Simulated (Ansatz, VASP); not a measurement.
**One calculation of ScTe2, two programs**

File INCAR:

```
  PREC = Accurate
  ENCUT = 520
  EDIFF = 1E-7
  ISMEAR = 0
  SIGMA = 0.05
  LREAL = F
  LASPH = T
  NELM = 60
  ALGO = Normal
  ISIF = 2
  LWAVE = F
  LCHARG = F
  GGA = PE
  NBANDS = 18
```

Contents of KPOINTS:

```
regular mesh
0
Gamma
  8 8 8
```

File POSCAR:

```
ScTe2
1.0
    0.0000000000      3.6696551409      3.5627719815
    3.5627719815      0.0000000000      3.5627719815
    3.5627719815      3.6696551409      0.0000000000
Sc Te
1 2
Direct
    0.0000000000      0.0000000000      0.0000000000
    0.2500000000      0.2500000000      0.2500000000
    0.7500000000      0.7500000000      0.7500000000
```

Input for Ansatz:

```yaml
crystal:
  lattice:
    - [0.0, 3.6696551409, 3.5627719815]
    - [3.5627719815, 0.0, 3.5627719815]
    - [3.5627719815, 3.6696551409, 0.0]
  atoms:
    - { symbol: Sc, position: [0.0, 0.0, 0.0] }
    - { symbol: Te, position: [0.25, 0.25, 0.25] }
    - { symbol: Te, position: [0.75, 0.75, 0.75] }
basis:
  ecutwfc: 420
  ecutrho_ratio: 4
kpoints:
  mp_grid: { grid: [8, 8, 8] }
hamiltonian:
  xc: pbe
scf:
  occupations: { method: gaussian, width: 0.05 }
output:
  forces: true
  stress: true
  eigenvalues: true
```

Change from the starting cell: strain e2 = +0.03, atoms carried along.

Alike in both runs: task single point; functional PBE; k mesh 8 × 8 × 8; occupations gaussian, width 0.05 eV; no spin polarisation.

|  | VASP | Ansatz |
| --- | --- | --- |
| version | VASP 6.6.1 | Ansatz 0.2.0 |
| potentials or method | VASP PAW PBE potentials, release 64 (Sc_sv, Te), cutoff 520 eV | scalar-relativistic, plane waves, PAW |
| valence electrons in the cell | 23 | 43 |

```csv
,VASP,Ansatz,Ansatz less VASP
gap on the k mesh at the Fermi level (eV),none,none,-
pressure (GPa),-1.5,-1.5,-0.05
"traceless stress, the component that is largest in VASP (GPa)",0.59,0.59,0.000
```

A gap of «none» marks a metal or a gap that the smearing closes. With one functional, cell and mesh, what is left measures potentials, basis and numerics. VASP's potentials hold 23 valence electrons a cell and Ansatz's 43, so a difference there can come from the potentials and not from the codes.

Neither program's run includes spin-orbit coupling.
